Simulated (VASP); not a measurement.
Set up this calculation in VASP 6.6.1, as the native input.

```yaml
Task: single point
Functional: r2SCAN
Potentials_or_basis: VASP PAW PBE potentials, release 64 (Hf_pv, O)
Cutoff: 520 eV
k_mesh: 6 × 6 × 8
Occupations: gaussian, width 0.05 eV
Spin: no spin polarisation
Dipole_correction: no
Further_INCAR_settings: ALGO = Normal; EDIFF = 1e-06; NBANDS = 31
```

Crystal: HfO2.

```
CELL_PARAMETERS angstrom
4.83820 0.00000 0.00000
0.00000 4.83820 0.00000
0.00000 0.00000 3.22035
ATOMIC_POSITIONS crystal
Hf 0.00036 0.99979 0.00000
Hf 0.50066 0.50059 0.50000
O 0.19492 0.81160 0.50000
O 0.29941 0.29644 0.00000
O 0.68925 0.68628 0.00000
O 0.80508 0.20144 0.50000
```

This cell differs from its parent crystal: atoms displaced along a vibrational mode.

These files were run (other wordings do the same):

POSCAR

```
HfO2
1.0
    4.8382036322      0.0000000000      0.0000000000
    0.0000000000      4.8382036322      0.0000000000
    0.0000000000      0.0000000000      3.2203479185
Hf O
2 4
Direct
    0.0003573152     -0.0002134106      0.0000000000
    0.5006589917      0.5005934139      0.5000000000
    0.1949191829      0.8116018314      0.5000000000
    0.2994117569      0.2964401070      0.0000000000
    0.6892501227      0.6862784728      0.0000000000
    0.8050808171      0.2014401972      0.5000000000
```

INCAR.step1

```
ALGO     = Normal         # electronic algorithm
EDIFF    = 1E-4           # SCF threshold, eV
ENCUT    = 520            # plane-wave cutoff, eV
GGA      = PE             # functional
ISMEAR   = 0              # smearing method
LASPH    = T              # aspherical terms in the spheres
LCHARG   = F              # write CHGCAR
LREAL    = F              # projectors in reciprocal space
LWAVE    = T              # write WAVECAR
NBANDS   = 31             # bands
NELM     = 80             # most SCF steps
PREC     = Accurate       # precision mode
SIGMA    = 0.05           # smearing width, eV
```

INCAR.step2

```
ALGO     = Normal         # electronic algorithm
EDIFF    = 1E-6           # SCF threshold, eV
ENCUT    = 520            # plane-wave cutoff, eV
ISIF     = 2              # what is computed and relaxed
ISMEAR   = 0              # smearing method
ISTART   = 1            
LASPH    = T              # aspherical terms in the spheres
LCHARG   = F              # write CHGCAR
LMIXTAU  = T            
LREAL    = F              # projectors in reciprocal space
LWAVE    = F              # write WAVECAR
METAGGA  = R2SCAN         # meta-GGA
NBANDS   = 31             # bands
NELM     = 80             # most SCF steps
PREC     = Accurate       # precision mode
SIGMA    = 0.05           # smearing width, eV
```

KPOINTS

```
k-points
0
Gamma
  6 6 8
```

Potentials or basis: VASP PAW PBE potentials, release 64 (Hf_pv, O).

Command:

```sh
$ cat potpaw_PBE.64/Hf_pv/POTCAR potpaw_PBE.64/O/POTCAR > POTCAR
$ cp INCAR.step1 INCAR
$ mpirun -np 1 vasp_std > vasp.out
$ cp INCAR.step2 INCAR
$ mpirun -np 1 vasp_std > vasp.out
```

It gave:

| Property | Result |
| --- | --- |
| Pressure | -2.8 GPa |
| Largest force | 0.701 eV/Å |
| Band gap on the k mesh | 4.49 eV |

Caveat: the cell differs from its parent crystal (atoms displaced along a vibrational mode); the PAW data sets were made with another functional, which shifts forces and pressure a little; spin-orbit coupling is left out, which moves the levels of the heavy elements.

It took 19 min on 1 thread of Intel Xeon 8259CL (shared host), peak memory 0.32 GiB.
